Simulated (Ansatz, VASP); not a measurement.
## Two plane-wave programs on Cd3Ga2O

```
CELL_PARAMETERS angstrom
4.12158 0.00000 0.00000
-2.06079 3.56939 0.00000
0.00000 0.00000 10.01639
ATOMIC_POSITIONS crystal
Cd 0.00000 0.00000 0.25037
Cd 0.66667 0.33333 0.59209
Cd 0.33333 0.66667 0.90893
Ga 0.00000 0.00000 0.99686
Ga 0.66667 0.33333 0.33764
O 0.33333 0.66667 0.66411
```

Change from the starting cell: species swapped into the MnCd2Te3 type (P3m1, No. 156).

Alike in both runs: task single point; functional PBE; k mesh 6 × 6 × 2; occupations gaussian, width 0.1 eV; no spin polarisation.

|  | VASP | Ansatz |
| --- | --- | --- |
| version | VASP 6.6.1 | Ansatz 0.2.0 |
| potentials or method | VASP PAW PBE potentials, release 64 (Cd, Ga_d, O), cutoff 520 eV | scalar-relativistic, plane waves, PAW |
| valence electrons in the cell | 68 | 92 |

```tsv
	VASP	Ansatz	Ansatz less VASP
gap on the k mesh at the Fermi level (eV)	none	none	-
pressure (GPa)	1.7	1.4	-0.28
traceless stress, the component that is largest in VASP (GPa)	0.98	0.97	-0.012
rms of the force components (eV/Å)	0.609	0.608	-0.0017
```

Atom by atom the forces differ by 0.004 eV/Å (rms over components). A gap of «none» marks a metal or a gap that the smearing closes. VASP's potentials hold 68 valence electrons a cell and Ansatz's 92, so a difference there can come from the potentials and not from the codes.
